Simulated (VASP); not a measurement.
Set up this calculation in VASP 6.6.1, as the native input.

* Task: single point
* Functional: PBE
* Potentials or basis: VASP PAW PBE potentials, release 64 (Cd, Te)
* Cutoff: 520 eV
* k mesh: 8 × 8 × 8
* Occupations: gaussian, width 0.02 eV
* Spin: no spin polarisation
* Dipole correction: no
* Further INCAR settings: ALGO = Normal; EDIFF = 1e-06; NBANDS = 16

The structure of CdTe lies in POSCAR:

```
CdTe
1.0
    0.0000000000      3.3100202420      3.3100202420
    3.3100202420      0.0000000000      3.3100202420
    3.3100202420      3.3100202420      0.0000000000
Cd Te
1 1
Direct
    0.0000000000      0.0000000000      0.0000000000
    0.2500000000      0.2500000000      0.2500000000
```

One way to write it, as run:

INCAR

```
ALGO = Normal
EDIFF = 1E-6
ENCUT = 520
GGA = PE
ISIF = 2
ISMEAR = 0
LASPH = True
LCHARG = False
LREAL = False
LWAVE = False
NBANDS = 16
NELM = 100
PREC = Accurate
SIGMA = 0.02
```

KPOINTS

```
k-points
0
Gamma
  8 8 8
```

Potentials or basis: VASP PAW PBE potentials, release 64 (Cd, Te).

Run with:

```sh
$ cat potpaw_PBE.64/Cd/POTCAR potpaw_PBE.64/Te/POTCAR > POTCAR
$ mpirun -np 1 vasp_std > vasp.out
```

Results of the run:

The pressure is 0.1 GPa and the band gap on the k mesh is 0.58 eV, direct.

Caveat: spin-orbit coupling is left out, which moves the levels of the heavy elements.

It took 23 s on 1 thread of Intel(R) Xeon(R) Platinum 8259CL CPU @ 2.50GHz (Skylake/Cascade Lake), on a shared host, peak memory 0.21 GiB.
